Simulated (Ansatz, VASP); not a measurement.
## Two plane-wave programs on Al16Cu

File INCAR:

```
ALGO = Normal
DIPOL = 0.5 0.5 0.303
EDIFF = 1E-6
ENCUT = 520
GGA = PE
IDIPOL = 3
ISIF = 2
ISMEAR = 0
IVDW = 12
LASPH = True
LCHARG = True
LDIPOL = True
LELF = True
LREAL = Auto
LVACPOTAV = True
LVHAR = True
LWAVE = False
NBANDS = 44
NELM = 60
PREC = Accurate
SIGMA = 0.1
```

Contents of KPOINTS:

```
k-points
0
Gamma
  5 4 1
```

Contents of POSCAR:

```
Al16Cu
1.0
    5.6324246412      0.0000000000      0.0000000000
    0.0000000000      7.9654513166      0.0000000000
    0.0000000000      0.0000000000     21.2293510975
Al Cu
16 1
Direct
    0.2500000000      0.2500000000      0.1884183827
    0.2500000000      0.7500000000      0.1884183827
    0.7500000000      0.2500000000      0.1884183827
    0.7500000000      0.7500000000      0.1884183827
    0.0000000000      0.0000000000      0.2547466541
    0.0000000000      0.5000000000      0.2547466541
    0.5000000000      0.0000000000      0.2547466541
    0.5000000000      0.5000000000      0.2547466541
    0.2500000000      0.2500000000      0.3240951258
    0.2500000000      0.7500000000      0.3240951258
    0.7500000000      0.2500000000      0.3240951258
    0.7500000000      0.7500000000      0.3240951258
    0.0000000000      0.0000000000      0.3876402562
    0.0000000000      0.5000000000      0.3876402562
    0.5000000000      0.0000000000      0.3876402562
    0.5000000000      0.5000000000      0.3876402562
    0.0833333333      0.0000000000      0.5289540432
```

Input for Ansatz:

```yaml
crystal:
  lattice:
    - [5.6324246412, 0.0, 0.0]
    - [0.0, 7.9654513166, 0.0]
    - [0.0, 0.0, 21.2293510975]
  atoms:
    - { symbol: Al, position: [0.25, 0.25, 0.1884183827] }
    - { symbol: Al, position: [0.25, 0.75, 0.1884183827] }
    - { symbol: Al, position: [0.75, 0.25, 0.1884183827] }
    - { symbol: Al, position: [0.75, 0.75, 0.1884183827] }
    - { symbol: Al, position: [0.0, 0.0, 0.2547466541] }
    - { symbol: Al, position: [0.0, 0.5, 0.2547466541] }
    - { symbol: Al, position: [0.5, 0.0, 0.2547466541] }
    - { symbol: Al, position: [0.5, 0.5, 0.2547466541] }
    - { symbol: Al, position: [0.25, 0.25, 0.3240951258] }
    - { symbol: Al, position: [0.25, 0.75, 0.3240951258] }
    - { symbol: Al, position: [0.75, 0.25, 0.3240951258] }
    - { symbol: Al, position: [0.75, 0.75, 0.3240951258] }
    - { symbol: Al, position: [0.0, 0.0, 0.3876402562] }
    - { symbol: Al, position: [0.0, 0.5, 0.3876402562] }
    - { symbol: Al, position: [0.5, 0.0, 0.3876402562] }
    - { symbol: Al, position: [0.5, 0.5, 0.3876402562] }
    - { symbol: Cu, position: [0.0833333333, 0.0, 0.5289540432] }
basis:
  ecutwfc: 420
kpoints:
  mp_grid: { grid: [5, 4, 1] }
hamiltonian:
  xc: pbe
  dispersion: d3bj
scf:
  occupations: { method: gaussian, width: 0.1 }
output:
  forces: true
  eigenvalues: true
efield:
  axis: 3
  dipole_correction: true
  ramp_width: 0.04
```

Alike in both runs: task single point; functional PBE; dispersion D3(BJ); k mesh 5 × 4 × 1; occupations gaussian, width 0.1 eV; no spin polarisation.

|  | VASP | Ansatz |
| --- | --- | --- |
| version | VASP 6.6.1 | Ansatz 0.2.0 |
| potentials or method | VASP PAW PBE potentials, release 64 (Al, Cu), cutoff 520 eV | scalar-relativistic, plane waves, PAW |
| valence electrons in the cell | 59 | 67 |

```csv
,VASP,Ansatz,Ansatz less VASP
gap on the k mesh at the Fermi level (eV),none,none,-
rms of the force components (eV/Å),0.239,0.239,+0.0007
"work function, face that differs most (eV)",4.20,4.21,+0.007
```

Atom by atom the forces differ by 0.002 eV/Å (rms over components). A gap of «none» marks a metal or a gap that the smearing closes. VASP's potentials hold 59 valence electrons a cell and Ansatz's 67, so a difference there can come from the potentials and not from the codes.
